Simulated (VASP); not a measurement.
# Ni3Ge (Pm-3m) in VASP: further runs

Runs on Ni3Ge. Level: PBEsol. Tasks: single point.

Program: VASP 6.6.1. These are calculated values, not measurements. Logs are shortened: lines on timing, memory, paths and dates and some standing lists are left out, and cuts for length are marked.

### 1 The cell of the first run

Symmetry: Pm-3m, No. 221, cubic system. Conventional cell: a = 3.486 Å, b = 3.486 Å, c = 3.486 Å, α = 90.00°, β = 90.00°, γ = 90.00°. Within 3.3 Å of Ni (site symmetry 4/mmm) lie 8 Ni at 2.46 Å and 4 Ge at 2.46 Å. Within 3.3 Å of Ge (site symmetry m-3m) lie 12 Ni at 2.46 Å.

### 2 Single point, PBEsol

Input file INCAR:

```
SYSTEM = Ni3Ge
PREC = Accurate
ENCUT = 520
EDIFF = 1E-7
ISMEAR = 0
SIGMA = 0.1
LREAL = .False.
LASPH = .True.
NELM = 100
ALGO = Fast
ISIF = 2
LWAVE = .False.
LCHARG = .False.
GGA = PS
NBANDS = 30
```

Input file KPOINTS:

```
regular mesh
0
Gamma
  12 12 12
  0 0 0
```

Input file POSCAR:

```
Ni3Ge
1.0
    3.4855532496      0.0000000000      0.0000000000
    0.0000000000      3.4855532496      0.0000000000
    0.0000000000      0.0000000000      3.4855532496
Ni Ge
3 1
Direct
    0.5000000000      0.0000000000      0.5000000000
    0.0000000000      0.5000000000      0.5000000000
    0.5000000000      0.5000000000      0.0000000000
    0.0000000000      0.0000000000      0.0000000000
```

Potentials or basis: VASP PAW PBE potentials, release 64 (Ni, Ge_d).

Launch:

```console
$ cat potpaw_PBE.64/Ni/POTCAR potpaw_PBE.64/Ge_d/POTCAR > POTCAR
$ mpirun -np 1 vasp_std > vasp.out
```

OUTCAR:

```text
SYSTEM = Ni3Ge
   PREC = Accurate
   ENCUT = 520
   EDIFF = 1E-7
   ISMEAR = 0
   LREAL = .False.
   LASPH = .True.
   NELM = 100
   ISIF = 2
   GGA = PS

 ion  position               nearest neighbor table
   1  0.500  0.000  0.500-   2 2.46   3 2.46   4 2.46   3 2.46   4 2.46   2 2.46   3 2.46   3 2.46
                             2 2.46   4 2.46   4 2.46   2 2.46
   2  0.000  0.500  0.500-   1 2.46   3 2.46   4 2.46   3 2.46   4 2.46   1 2.46   4 2.46   4 2.46
                             1 2.46   3 2.46   3 2.46   1 2.46
   3  0.500  0.500  0.000-   1 2.46   2 2.46   4 2.46   1 2.46   2 2.46   1 2.46   4 2.46   1 2.46
                             2 2.46   4 2.46   2 2.46   4 2.46
   4  0.000  0.000  0.000-   1 2.46   2 2.46   3 2.46   1 2.46   2 2.46   2 2.46   3 2.46   2 2.46
                             1 2.46   3 2.46   1 2.46   3 2.46

  LATTYP: Found a simple cubic cell.
 ALAT       =     3.4855532496

  Lattice vectors:

 A1 = (   3.4855532496,   0.0000000000,   0.0000000000)
 A2 = (   0.0000000000,   3.4855532496,   0.0000000000)
 A3 = (   0.0000000000,   0.0000000000,   3.4855532496)

Analysis of symmetry for initial positions (statically):
=====================================================================
 Subroutine PRICEL returns:
 Original cell was already a primitive cell.

 Routine SETGRP: Setting up the symmetry group for a
 simple cubic supercell.

 Subroutine GETGRP returns: Found 48 space group operations
 (whereof 48 operations were pure point group operations)
 out of a pool of 48 trial point group operations.

The static configuration has the point symmetry O_h .

Analysis of symmetry for dynamics (positions and initial velocities):
=====================================================================
 Subroutine PRICEL returns:
 Original cell was already a primitive cell.

 Routine SETGRP: Setting up the symmetry group for a
 simple cubic supercell.

 Subroutine GETGRP returns: Found 48 space group operations
 (whereof 48 operations were pure point group operations)
 out of a pool of 48 trial point group operations.

The dynamic configuration has the point symmetry O_h .

 Subroutine INISYM returns: Found 48 space group operations
 (whereof 48 operations are pure point group operations),
 and found     1 'primitive' translations

----------------------------------------------------------------------------------------

                                     Primitive cell

  volume of cell :      42.3463

  direct lattice vectors                    reciprocal lattice vectors
     3.485553250  0.000000000  0.000000000     0.286898500  0.000000000  0.000000000
     0.000000000  3.485553250  0.000000000     0.000000000  0.286898500  0.000000000
     0.000000000  0.000000000  3.485553250     0.000000000  0.000000000  0.286898500

  length of vectors
     3.485553250  3.485553250  3.485553250     0.286898500  0.286898500  0.286898500

  position of ions in fractional coordinates (direct lattice)
     0.500000000  0.000000000  0.500000000
     0.000000000  0.500000000  0.500000000
     0.500000000  0.500000000  0.000000000
     0.000000000  0.000000000  0.000000000

  ion indices of the primitive-cell ions
   primitive index   ion index
                 1           1
                 2           2
                 3           3
                 4           4

----------------------------------------------------------------------------------------

 KPOINTS: regular mesh

Automatic generation of k-mesh.
 Grid dimensions read from file:
 generate k-points for:   12   12   12

 Generating k-lattice:

  Cartesian coordinates                     Fractional coordinates (reciprocal lattice)
     0.023908208  0.000000000  0.000000000     0.083333333  0.000000000  0.000000000
     0.000000000  0.023908208  0.000000000     0.000000000  0.083333333  0.000000000
     0.000000000  0.000000000  0.023908208     0.000000000  0.000000000  0.083333333

  Length of vectors
     0.023908208  0.023908208  0.023908208

  Shift w.r.t. Gamma in fractional coordinates (k-lattice)
     0.000000000  0.000000000  0.000000000

 Subroutine IBZKPT returns following result:
 ===========================================

 Found     84 irreducible k-points:

 Following reciprocal coordinates:
            Coordinates               Weight
  0.000000  0.000000  0.000000      1.000000
  0.083333  0.000000  0.000000      6.000000
  0.166667  0.000000  0.000000      6.000000
  0.250000  0.000000  0.000000      6.000000
  0.333333  0.000000  0.000000      6.000000
  0.416667  0.000000  0.000000      6.000000
[... 16 lines left out ...]
  0.333333  0.333333  0.000000     12.000000
  0.416667  0.333333  0.000000     24.000000
 [... further k-points ...]
   k-points           NKPTS =     84   k-points in BZ     NKDIM =     84   number of bands    NBANDS=     30
   number of dos      NEDOS =    301   number of ions     NIONS =      4
   total plane-waves  NPLWV =  21952
   dimension x,y,z NGX =    28 NGY =   28 NGZ =   28
   dimension x,y,z NGXF=    56 NGYF=   56 NGZF=   56
   ions per type =               3   1
   NGX,Y,Z   is equivalent  to a cutoff of  13.35, 13.35, 13.35 a.u.
   NGXF,Y,Z  is equivalent  to a cutoff of  26.71, 26.71, 26.71 a.u.
 SYSTEM =  Ni3Ge
   PREC   = accura    normal or accurate (medium, high low for compatibility)
   ISTART =      0    job   : 0-new  1-cont  2-samecut
   ICHARG =      2    charge: 1-file 2-atom 10-const
   ISPIN  =      1    spin polarized calculation?
   LNONCOLLINEAR =      F non collinear calculations
   LSORBIT =      F    spin-orbit coupling
   LASPH  =      T    aspherical Exc in radial PAW
   ENCUT  =  520.0 eV  38.22 Ry    6.18 a.u.   6.48  6.48  6.48*2*pi/ulx,y,z
   NELM   =    100;   NELMIN=  2; NELMDL= -5     # of ELM steps
   EDIFF  = 0.1E-06   stopping-criterion for ELM
   LREAL  =      F    real-space projection
   EDIFFG = 0.1E-05   stopping-criterion for IOM
   NSW    =      0    number of steps for IOM
   IBRION =     -1    ionic relax: 0-MD 1-quasi-New 2-CG
   NFREE  =      0    steps in history (QN), initial steepest desc. (CG)
   ISIF   =      2    stress and relaxation
   ISYM   =      2    0-nonsym 1-usesym 2-fastsym
   POTIM  = 0.5000    time-step for ionic-motion
   TEBEG  =    0.0;   TEEND  =   0.0 temperature during run
   PSTRESS=    0.0 pullay stress
   NELECT =      44.0000    total number of electrons
   NUPDOWN=      -1.0000    fix difference up-down
   EMIN   =  10.00;   EMAX   =-10.00  energy-range for DOS
   EFERMI =   0.00;   METHOD = LEGACY
   ISMEAR =     0;   SIGMA  =   0.10  broadening in eV -4-tet -1-fermi 0-gaus
   EFERMI_NEDOS =   21; number of points for ismear=-14 and -15
   IALGO  =     68    algorithm
   IMIX   =      4    mixing-type and parameters
     AMIX     =   0.40;   BMIX     =  1.00
     AMIX_MAG =   1.60;   BMIX_MAG =  1.00
  volume/ion in A,a.u.               =      10.59        71.44
  Fermi-wavevector in a.u.,A,eV,Ry     =   1.658138  3.133426 37.408151  2.749422
  Thomas-Fermi vector in A             =   2.745770
   LORBIT       =      0    0 simple, 1 ext, 2 COOP (PROOUT), +10 PAW based schemes
   GGA     = PS    functional components
   LHFCALC =     F    Hartree Fock is set to
   AEXX    =    0.0000 exact exchange contribution
   IVDW    =     0    specifies the selected vdW correction
   LEPSILON=     F    determine dielectric tensor
   LRPA    =     F    only Hartree local field effects (RPA)
 non-spin polarized calculation
 RMM-DIIS sequential band-by-band and
 Gauss-broadening in eV      SIGMA  =   0.10
  energy-cutoff  :      520.00
  volume of cell :       42.35
 maximum number of plane-waves:      1189
 NGX is ok and might be reduce to    28
   NGX = 13   NGY = 13   NGZ = 13

 number of electron      43.9999962 magnetization

 Free energy of the ion-electron system (eV)
  ---------------------------------------------------
  ext. energy  EPLUGINS =         0.00000000
  ---------------------------------------------------
  free energy    TOTEN  =       -24.70781104 eV

  energy without entropy =      -24.69786778  energy(sigma->0) =      -24.70283941

 E-fermi :  10.7752     XC(G=0): -13.8806

 val. band max:       10.7655231652   @ k =   0.0833   0.0833   0.0000
 cond. band min:      10.7969828032   @ k =   0.4167   0.4167   0.3333
 fundamental gap:      0.0314596380
 Fermi energy:        10.7752016527

 k-point     1 :       0.0000    0.0000    0.0000
  band No.  band energies     occupation
      1     -13.8434      2.00000
      2     -13.8434      2.00000
      3     -13.8261      2.00000
      4     -13.8261      2.00000
      5     -13.8261      2.00000
      6      -2.1102      2.00000
[... 22 lines left out ...]
     29      21.5924      0.00000
     30      21.5924      0.00000

 k-point     2 :       0.0833    0.0000    0.0000
  band No.  band energies     occupation
      1     -13.8430      2.00000
      2     -13.8413      2.00000
      3     -13.8260      2.00000
      4     -13.8260      2.00000
      5     -13.8259      2.00000
      6      -2.0286      2.00000
[... 22 lines left out ...]
     29      21.4146      0.00000
     30      21.4149      0.00000

 k-point     3 :       0.1667    0.0000    0.0000
  band No.  band energies     occupation
      1     -13.8420      2.00000
      2     -13.8355      2.00000
      3     -13.8261      2.00000
      4     -13.8261      2.00000
      5     -13.8257      2.00000
      6      -1.7875      2.00000
[... 22 lines left out ...]
     29      20.7191      0.00000
     30      20.8778      0.00000

 k-point     4 :       0.2500    0.0000    0.0000
  band No.  band energies     occupation
      1     -13.8406      2.00000
      2     -13.8277      2.00000
      3     -13.8261      2.00000
      4     -13.8261      2.00000
      5     -13.8253      2.00000
      6      -1.4010      2.00000
[... 616 lines left out ...]
     29      21.5911      0.00000
     30      22.2891      0.00000

 k-point    23 :       0.3333    0.3333    0.0000
  band No.  band energies     occupation
      1     -13.8349      2.00000
      2     -13.8278      2.00000
      3     -13.8257      2.00000
      4     -13.8253      2.00000
      5     -13.8066      2.00000
      6       0.1497      2.00000
[... 22 lines left out ...]
     29      21.1994      0.00000
     30      21.6934      0.00000

 k-point    24 :       0.4167    0.3333    0.0000
  band No.  band energies     occupation
      1     -13.8367      2.00000
      2     -13.8267      2.00000
      3     -13.8257      2.00000
      4     -13.8253      2.00000
      5     -13.8019      2.00000
      6       0.5635      2.00000
[... 22 lines left out ...]
     29      20.9590      0.00000
     30      22.0557      0.00000

 [... further k-points ...]
[... 5 lines left out ...]
  --------------------------------------------------------------------------------------
  -------------------------------------------------------------------------------------
  Total        2.1720258      2.1720258      2.1720258      0.0000000     -0.0000000      0.0000000
  in kB       82.1789120     82.1789120     82.1789120      0.0000000     -0.0000000      0.0000000
  external PRESSURE =      82.1789120 kB  Pullay stress =       0.0000000 kB

 VOLUME and BASIS-vectors are now :
 -----------------------------------------------------------------------------
  energy-cutoff  :      520.00
  volume of cell :       42.35
      direct lattice vectors                 reciprocal lattice vectors
     3.485553250  0.000000000  0.000000000     0.286898500  0.000000000  0.000000000
     0.000000000  3.485553250  0.000000000     0.000000000  0.286898500  0.000000000
     0.000000000  0.000000000  3.485553250     0.000000000  0.000000000  0.286898500

 POSITION                                       TOTAL-FORCE (eV/Angst)
 -----------------------------------------------------------------------------------
      1.74278      0.00000      1.74278         0.000000      0.000000      0.000000
      0.00000      1.74278      1.74278         0.000000      0.000000      0.000000
      1.74278      1.74278      0.00000         0.000000      0.000000      0.000000
      0.00000      0.00000      0.00000         0.000000      0.000000      0.000000
 -----------------------------------------------------------------------------------
    total drift:                                0.000000      0.000000      0.000000

  FREE ENERGIE OF THE ION-ELECTRON SYSTEM (eV)
  ---------------------------------------------------
  free  energy   TOTEN  =       -24.7078110388 eV

  energy  without entropy=      -24.6978677770  energy(sigma->0) =      -24.70283941
```

Run time: 68 s. Hardware: 1 thread of Intel Xeon 6975P-C (Granite Rapids), shared host; peak memory 0.22 GiB.

What came out:

- Free energy: -24.7078 eV
- Pressure: 8.2 GPa
- Band gap on the k mesh: zero (band 22 reaches 10.81 eV, above the bottom of band 23 at 10.56 eV)

Caveat: the PAW data sets were made with another functional, which shifts forces and pressure a little.

### 3 Single point, PBEsol

This run uses another cell than the first one, of 10.80 Å³/atom, 1.020 times its volume.

Input file INCAR:

```
PREC     = Accurate       # precision mode
ENCUT    = 520            # plane-wave cutoff, eV
EDIFF    = 1E-6           # SCF threshold, eV
ISMEAR   = 0              # smearing method
SIGMA    = 0.1            # smearing width, eV
LREAL    = False          # projectors in reciprocal space
LASPH    = True           # aspherical terms in the spheres
NELM     = 60             # most SCF steps
ALGO     = Fast           # electronic algorithm
ISIF     = 2              # what is computed and relaxed
LWAVE    = False          # write WAVECAR
LCHARG   = True           # write CHGCAR
GGA      = PS             # functional
LELF     = True           # ELF
LVHAR    = True         
NBANDS   = 30             # bands
```

Input file KPOINTS:

```
Automatic mesh
0
Gamma
  12 12 12
```

Input file POSCAR:

```
Ni3Ge
1.0
    3.5091870839      0.0000000000      0.0000000000
    0.0000000000      3.5091870839      0.0000000000
    0.0000000000      0.0000000000      3.5091870839
Ni Ge
3 1
Direct
    0.5000000000      0.0000000000      0.5000000000
    0.0000000000      0.5000000000      0.5000000000
    0.5000000000      0.5000000000      0.0000000000
    0.0000000000      0.0000000000      0.0000000000
```

Potentials or basis: VASP PAW PBE potentials, release 64 (Ni, Ge_d).

Launch:

```console
$ cat potpaw_PBE.64/Ni/POTCAR potpaw_PBE.64/Ge_d/POTCAR > POTCAR
$ mpirun -np 1 vasp_std > vasp.out
```

It took 63 s on 1 thread of Intel Xeon 6975P-C (Granite Rapids), shared host; peak memory 0.21 GiB.

It converged, with:

| Property | Result |
| --- | --- |
| Free energy | -24.7386 eV |
| Pressure | 3.3 GPa |
| Band gap on the k mesh | zero (band 22 reaches 10.50 eV, above the bottom of band 23 at 10.26 eV) |

Levels at points of the mesh, in eV from the Fermi level:
```
           k point  band 18  band 19  band 20  band 21  band 22  band 23  band 24  band 25  band 26  band 27
(0.00, 0.00, 0.00)    -1.00    -0.60    -0.60    -0.30     0.03     0.03     0.03     4.13     7.00     7.00
(0.50, 0.00, 0.00)    -1.34    -1.28    -1.17    -0.55     0.03     3.69     3.69     4.82     5.83     5.83
(0.50, 0.50, 0.00)    -1.44    -1.23    -1.14    -0.97    -0.96     0.65     0.65     5.82     6.57     8.77
(0.50, 0.50, 0.50)    -1.37    -1.20    -1.20    -0.57    -0.21    -0.21    -0.21     0.76     4.31     4.31
```

Caveat: the PAW data sets were made with another functional, which shifts forces and pressure a little. Spin polarisation is off, so any magnetic state and its effect on volume and gap are missing.
